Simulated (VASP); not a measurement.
# TaI3 (Pm-3m) in VASP: single point with PBE

Aim: the single point of TaI3 with PBE.

Everything below comes from runs of VASP 6.6.1. Logs are shortened: lines on timing, memory, paths and dates and some standing lists are left out, and cuts for length are marked.

## 1. The cell of the first run

The structure is cubic, space group Pm-3m (No. 221). The conventional cell has a = 5.682 Å, b = 5.682 Å, c = 5.682 Å, α = 90.00°, β = 90.00°, γ = 90.00°. Ta (site symmetry m-3m) has 6 I at 2.84 Å within 3.7 Å. I (site symmetry 4/mmm) has 2 Ta at 2.84 Å within 3.7 Å.

## 2. Single point, PBE, collinear spin (45.86 Å³/atom)

Input file INCAR:

```
SYSTEM = TaI3
PREC = Accurate
ENCUT = 520
EDIFF = 1E-7
ISMEAR = 0
SIGMA = 0.05
LREAL = .FALSE.
LASPH = .TRUE.
NELM = 150
ALGO = Normal
ISIF = 2
LWAVE = .FALSE.
LCHARG = .FALSE.
ISPIN = 2
MAGMOM = 1.01 -1.01 0 0 0 0 0 0
LORBIT = 11
LMAXMIX = 4
GGA = PE
NBANDS = 46
```

Input file KPOINTS:

```
regular mesh
0
G
  6 6 3
  0 0 0
```

Input file POSCAR:

```
TaI3
1.0
    5.6819505081     -0.0000000001      5.6819505082
   -0.0000000001      5.6819505081      5.6819505082
   -0.0000000001     -0.0000000001     11.3639010163
Ta I
2 6
Direct
    0.0000000000      0.0000000000      0.0000000000
    0.0000000000      0.0000000000      0.5000000000
    0.5000000000      0.0000000000      0.7500000000
    0.0000000000      0.0000000000      0.2500000000
    0.0000000000      0.5000000000      0.7500000000
    0.5000000000      0.0000000000      0.2500000000
    0.0000000000      0.0000000000      0.7500000000
    0.0000000000      0.5000000000      0.2500000000
```

Potentials or basis: VASP PAW PBE potentials, release 64 (Ta_pv, I).

The run is started by

```console
$ cat potpaw_PBE.64/Ta_pv/POTCAR potpaw_PBE.64/I/POTCAR > POTCAR
$ mpirun -np 1 vasp_std > vasp.out
```

OUTCAR:

```text
SYSTEM = TaI3
   PREC = Accurate
   ENCUT = 520
   EDIFF = 1E-7
   ISMEAR = 0
   LREAL = .FALSE.
   LASPH = .TRUE.
   NELM = 150
   ISIF = 2
   ISPIN = 2
   LORBIT = 11
   GGA = PE

 ion  position               nearest neighbor table
   1  0.000  0.000  0.000-   3 2.84   4 2.84   5 2.84   7 2.84   8 2.84   6 2.84
   2  0.000  0.000  0.500-   4 2.84   6 2.84   7 2.84   8 2.84   5 2.84   3 2.84
   3  0.500  0.000  0.750-   2 2.84   1 2.84
   4  0.000  0.000  0.250-   1 2.84   2 2.84
   5  0.000  0.500  0.750-   2 2.84   1 2.84
   6  0.500  0.000  0.250-   1 2.84   2 2.84
   7  0.000  0.000  0.750-   1 2.84   2 2.84
   8  0.000  0.500  0.250-   1 2.84   2 2.84

  LATTYP: Found a face centered cubic cell.
 ALAT       =    11.3639010164

  Lattice vectors:

 A1 = (   5.6819505082,  -5.6819505082,   0.0000000000)
 A2 = (   5.6819505081,  -0.0000000001,   5.6819505082)
 A3 = (   0.0000000000,  -5.6819505082,   5.6819505081)

Analysis of symmetry for initial positions (statically):
=====================================================================
 Subroutine PRICEL returns following result:

  LATTYP: Found a simple cubic cell.
 ALAT       =     5.6819505081

  Lattice vectors:

 A1 = (   0.0000000001,  -5.6819505081,  -0.0000000001)
 A2 = (   5.6819505081,  -0.0000000001,   0.0000000001)
 A3 = (  -0.0000000001,  -0.0000000001,   5.6819505081)

   2 primitive cells build up your supercell.

 Routine SETGRP: Setting up the symmetry group for a
 face centered cubic supercell.

 Subroutine GETGRP returns: Found 48 space group operations
 (whereof 48 operations were pure point group operations)
 out of a pool of 48 trial point group operations.

The static configuration has the point symmetry O_h .

Analysis of symmetry for dynamics (positions and initial velocities):
=====================================================================
 Subroutine PRICEL returns following result:

  LATTYP: Found a simple cubic cell.
 ALAT       =     5.6819505081

  Lattice vectors:

 A1 = (   0.0000000001,  -5.6819505081,  -0.0000000001)
 A2 = (   5.6819505081,  -0.0000000001,   0.0000000001)
 A3 = (  -0.0000000001,  -0.0000000001,   5.6819505081)

   2 primitive cells build up your supercell.

 Routine SETGRP: Setting up the symmetry group for a
 face centered cubic supercell.

 Subroutine GETGRP returns: Found 48 space group operations
 (whereof 48 operations were pure point group operations)
 out of a pool of 48 trial point group operations.

The dynamic configuration has the point symmetry O_h .

Analysis of structural, dynamic, and magnetic symmetry:
=====================================================================
 Subroutine PRICEL returns following result:

  LATTYP: Found a simple cubic cell.
 ALAT       =     5.6819505081

  Lattice vectors:

 A1 = (   0.0000000001,  -5.6819505081,  -0.0000000001)
 A2 = (   5.6819505081,  -0.0000000001,   0.0000000001)
 A3 = (  -0.0000000001,  -0.0000000001,   5.6819505081)

   2 primitive cells build up your supercell.

 Routine SETGRP: Setting up the symmetry group for a
 face centered cubic supercell.

 Subroutine GETGRP returns: Found 48 space group operations
 (whereof 48 operations were pure point group operations)
 out of a pool of 48 trial point group operations.

The overall configuration has the point symmetry O_h .

 Subroutine INISYM returns: Found 48 space group operations
 (whereof 48 operations are pure point group operations),
 and found     2 'primitive' translations

----------------------------------------------------------------------------------------

                                     Primitive cell

  volume of cell :     183.4393

  direct lattice vectors                    reciprocal lattice vectors
     0.000000000 -5.681950508 -0.000000000    -0.000000000 -0.175995901 -0.000000000
     5.681950508 -0.000000000  0.000000000     0.175995901  0.000000000  0.000000000
    -0.000000000 -0.000000000  5.681950508    -0.000000000 -0.000000000  0.175995901

  length of vectors
     5.681950508  5.681950508  5.681950508     0.175995901  0.175995901  0.175995901

  position of ions in fractional coordinates (direct lattice)
     0.000000000  0.000000000  0.000000000
     1.000000000  0.500000000  0.000000000
     1.000000000  0.000000000  0.500000000
     0.500000000  0.000000000  0.000000000

  ion indices of the primitive-cell ions
   primitive index   ion index
                 1           1
                 2           3
                 3           4
                 4           5

----------------------------------------------------------------------------------------

 KPOINTS: regular mesh

Automatic generation of k-mesh.
 Grid dimensions read from file:
 generate k-points for:    6    6    3

 Generating k-lattice:

  Cartesian coordinates                     Fractional coordinates (reciprocal lattice)
     0.029332650  0.000000000  0.000000000     0.166666667 -0.000000000 -0.000000000
     0.000000000  0.029332650  0.000000000    -0.000000000  0.166666667 -0.000000000
    -0.029332650 -0.029332650  0.029332650     0.000000000  0.000000000  0.333333333

  Length of vectors
     0.029332650  0.029332650  0.050805640

  Shift w.r.t. Gamma in fractional coordinates (k-lattice)
     0.000000000  0.000000000  0.000000000

 Subroutine IBZKPT returns following result:
 ===========================================

 Found     10 irreducible k-points:

 Following reciprocal coordinates:
            Coordinates               Weight
  0.000000  0.000000  0.000000      1.000000
  0.166667  0.000000  0.000000      6.000000
  0.333333  0.000000  0.000000      6.000000
  0.500000  0.000000  0.000000      3.000000
  0.166667  0.166667  0.000000     12.000000
  0.333333  0.166667  0.000000     24.000000
  0.500000  0.166667  0.000000     12.000000
  0.333333  0.333333  0.000000     12.000000
  0.000000  0.000000  0.333333      8.000000
  0.500000 -0.000000  0.333333     24.000000
   k-points           NKPTS =     10   k-points in BZ     NKDIM =     10   number of bands    NBANDS=     46
   number of dos      NEDOS =    301   number of ions     NIONS =      8
   total plane-waves  NPLWV = 324000
   dimension x,y,z NGX =    60 NGY =   60 NGZ =   90
   dimension x,y,z NGXF=   120 NGYF=  120 NGZF=  180
   ions per type =               2   6
   NGX,Y,Z   is equivalent  to a cutoff of  12.41, 12.41, 13.17 a.u.
   NGXF,Y,Z  is equivalent  to a cutoff of  24.83, 24.83, 26.33 a.u.
 SYSTEM =  TaI3
   PREC   = accura    normal or accurate (medium, high low for compatibility)
   ISTART =      0    job   : 0-new  1-cont  2-samecut
   ICHARG =      2    charge: 1-file 2-atom 10-const
   ISPIN  =      2    spin polarized calculation?
   LNONCOLLINEAR =      F non collinear calculations
   LSORBIT =      F    spin-orbit coupling
   LASPH  =      T    aspherical Exc in radial PAW
   ENCUT  =  520.0 eV  38.22 Ry    6.18 a.u.  14.94 14.94 21.13*2*pi/ulx,y,z
   NELM   =    150;   NELMIN=  2; NELMDL= -5     # of ELM steps
   EDIFF  = 0.1E-06   stopping-criterion for ELM
   LREAL  =      F    real-space projection
   EDIFFG = 0.1E-05   stopping-criterion for IOM
   NSW    =      0    number of steps for IOM
   IBRION =     -1    ionic relax: 0-MD 1-quasi-New 2-CG
   NFREE  =      0    steps in history (QN), initial steepest desc. (CG)
   ISIF   =      2    stress and relaxation
   ISYM   =      2    0-nonsym 1-usesym 2-fastsym
   POTIM  = 0.5000    time-step for ionic-motion
   TEBEG  =    0.0;   TEEND  =   0.0 temperature during run
   PSTRESS=    0.0 pullay stress
   NELECT =      64.0000    total number of electrons
   NUPDOWN=      -1.0000    fix difference up-down
   EMIN   =  10.00;   EMAX   =-10.00  energy-range for DOS
   EFERMI =   0.00;   METHOD = LEGACY
   ISMEAR =     0;   SIGMA  =   0.05  broadening in eV -4-tet -1-fermi 0-gaus
   EFERMI_NEDOS =   21; number of points for ismear=-14 and -15
   IALGO  =     38    algorithm
   IMIX   =      4    mixing-type and parameters
     AMIX     =   0.40;   BMIX     =  1.00
     AMIX_MAG =   1.60;   BMIX_MAG =  1.00
  volume/ion in A,a.u.               =      45.86       309.48
  Fermi-wavevector in a.u.,A,eV,Ry     =   0.914732  1.728594 11.384475  0.836735
  Thomas-Fermi vector in A             =   2.039393
   LORBIT       =     11    0 simple, 1 ext, 2 COOP (PROOUT), +10 PAW based schemes
   GGA     = PE    functional components
   LHFCALC =     F    Hartree Fock is set to
   AEXX    =    0.0000 exact exchange contribution
   IVDW    =     0    specifies the selected vdW correction
   LEPSILON=     F    determine dielectric tensor
   LRPA    =     F    only Hartree local field effects (RPA)
 spin polarized calculation
 Gauss-broadening in eV      SIGMA  =   0.05
  energy-cutoff  :      520.00
  volume of cell :      366.88
 maximum number of plane-waves:      9922
 NGX is ok and might be reduce to    60
   NGX = 29   NGY = 29   NGZ = 43

 number of electron      63.9999999 magnetization      -0.0000000

 number of electron      63.9999999 magnetization       0.0000000

 Free energy of the ion-electron system (eV)
  ---------------------------------------------------
  ext. energy  EPLUGINS =         0.00000000
  ---------------------------------------------------
  free energy    TOTEN  =       -32.35419194 eV

  energy without entropy =      -32.34001872  energy(sigma->0) =      -32.34710533

 E-fermi :   2.4361     XC(G=0):  -7.3400

 val. band max:        2.4050780803   @ k =   0.3333   0.1667   0.0000
 cond. band min:       2.4413773171   @ k =   0.5000  -0.0000   0.3333
 fundamental gap:      0.0362992368
 Fermi energy:         2.4360865115

 spin component 1

 k-point     1 :       0.0000    0.0000    0.0000
  band No.  band energies     occupation
      1     -33.7344      1.00000
      2     -33.7344      1.00000
      3     -33.7343      1.00000
      4     -33.0850      1.00000
      5     -33.0850      1.00000
      6     -33.0850      1.00000
[... 36 lines left out ...]
     43       6.4244      0.00000
     44       6.4244      0.00000
[... 381 lines left out ...]
      3     -33.7343      1.00000
      4     -33.0850      1.00000
      5     -33.0850      1.00000
      6     -33.0850      1.00000
[... 36 lines left out ...]
     43       7.1329      0.00000
     44       7.1442      0.00000
 Fermi energy:         2.4360865115

 spin component 2

 k-point     1 :       0.0000    0.0000    0.0000
  band No.  band energies     occupation
      1     -33.7344      1.00000
      2     -33.7344      1.00000
      3     -33.7343      1.00000
      4     -33.0850      1.00000
      5     -33.0850      1.00000
      6     -33.0850      1.00000
[... 36 lines left out ...]
     43       6.4244      0.00000
     44       6.4244      0.00000
[... 381 lines left out ...]
      3     -33.7343      1.00000
      4     -33.0850      1.00000
      5     -33.0850      1.00000
      6     -33.0850      1.00000
[... 36 lines left out ...]
     43       7.1329      0.00000
     44       7.1442      0.00000
 [bands above 44 left out]

------------------------ aborting loop because EDIFF is reached ----------------------------------------

  FORCE on cell =-STRESS in cart. coord.  units (eV):
  Direction    XX          YY          ZZ          XY          YZ          ZX
  --------------------------------------------------------------------------------------
  -------------------------------------------------------------------------------------
  Total       -2.8188060     -2.8188060     -2.8188060      0.0000000     -0.0000000     -0.0000000
  in kB      -12.3098689    -12.3098689    -12.3098689      0.0000000     -0.0000000     -0.0000000
  external PRESSURE =     -12.3098689 kB  Pullay stress =       0.0000000 kB

 VOLUME and BASIS-vectors are now :
 -----------------------------------------------------------------------------
  energy-cutoff  :      520.00
  volume of cell :      366.88
      direct lattice vectors                 reciprocal lattice vectors
     5.681950508 -0.000000000  5.681950508     0.175995901  0.000000000  0.000000000
    -0.000000000  5.681950508  5.681950508     0.000000000  0.175995901  0.000000000
    -0.000000000 -0.000000000 11.363901016    -0.087997951 -0.087997951  0.087997951

 POSITION                                       TOTAL-FORCE (eV/Angst)
 -----------------------------------------------------------------------------------
      0.00000      0.00000      0.00000         0.000000      0.000000      0.000000
     -0.00000     -0.00000      5.68195        -0.000000      0.000000     -0.000000
      2.84098     -0.00000     11.36390        -0.000000     -0.000000     -0.000000
     -0.00000     -0.00000      2.84098         0.000000      0.000000      0.000000
     -0.00000      2.84098     11.36390        -0.000000     -0.000000     -0.000000
      2.84098     -0.00000      5.68195        -0.000000      0.000000      0.000000
     -0.00000     -0.00000      8.52293        -0.000000     -0.000000      0.000000
     -0.00000      2.84098      5.68195         0.000000      0.000000      0.000000
 -----------------------------------------------------------------------------------
    total drift:                                0.000000     -0.000000      0.000000

  FREE ENERGIE OF THE ION-ELECTRON SYSTEM (eV)
  ---------------------------------------------------
  free  energy   TOTEN  =       -32.3541919379 eV

  energy  without entropy=      -32.3400187218  energy(sigma->0) =      -32.34710533

 total charge

# of ion       s       p       d       tot
------------------------------------------
    1        0.229   6.069   2.309   8.607
    2        0.229   6.069   2.309   8.607
    3        1.496   2.790   0.027   4.313
    4        1.496   2.790   0.027   4.313
    5        1.496   2.790   0.027   4.313
    6        1.496   2.790   0.027   4.313
    7        1.496   2.790   0.027   4.313
    8        1.496   2.790   0.027   4.313
--------------------------------------------------
tot          9.432  28.881   4.781  43.094

 magnetization (x)

# of ion       s       p       d       tot
------------------------------------------
    1        0.019   0.010   0.978   1.006
    2       -0.019  -0.010  -0.978  -1.006
    3        0.000   0.000   0.000   0.000
    4        0.000   0.000   0.000   0.000
    5        0.000   0.000   0.000   0.000
    6        0.000   0.000   0.000   0.000
    7        0.000   0.000   0.000   0.000
    8        0.000   0.000   0.000   0.000
--------------------------------------------------
tot          0.000   0.000   0.000   0.000
```

Wall time 14 min (1 thread of Intel Xeon 8259CL, shared host); peak memory 1.1 GiB.

Results:

- Free energy: -32.3542 eV
- Pressure: -1.2 GPa
- Band gap on the k mesh: zero (filled and empty bands overlap)
- Net moment: 0.00 μB per cell
- Site moments: Ta +1.01, -1.01; I +0.00 μB
- Valence electrons inside the program's atomic spheres: Ta 8.61; I 4.31

Levels at points of the mesh, in eV from the Fermi level:
Spin up:
```
           k point  band 30  band 31  band 32  band 33  band 34  band 35
(0.00, 0.00, 0.00)    -1.47    -0.94    -0.94    -0.94     0.31     0.31
(0.50, 0.00, 0.00)    -1.48    -0.92     0.26     0.26     0.27     0.31
```
Spin down:
```
           k point  band 28  band 29  band 30  band 31  band 32  band 33  band 34  band 35  band 36  band 37
(0.00, 0.00, 0.00)    -1.47    -1.47    -1.47    -0.94    -0.94    -0.94     0.31     0.31     0.36     1.11
(0.50, 0.00, 0.00)    -2.19    -2.19    -1.48    -0.92     0.26     0.26     0.27     0.31     0.39     1.07
```

Caveat: spin-orbit coupling is left out, which moves the levels of the heavy elements.

The gap in the log of VASP goes by the Fermi energy; the results here count the filled bands.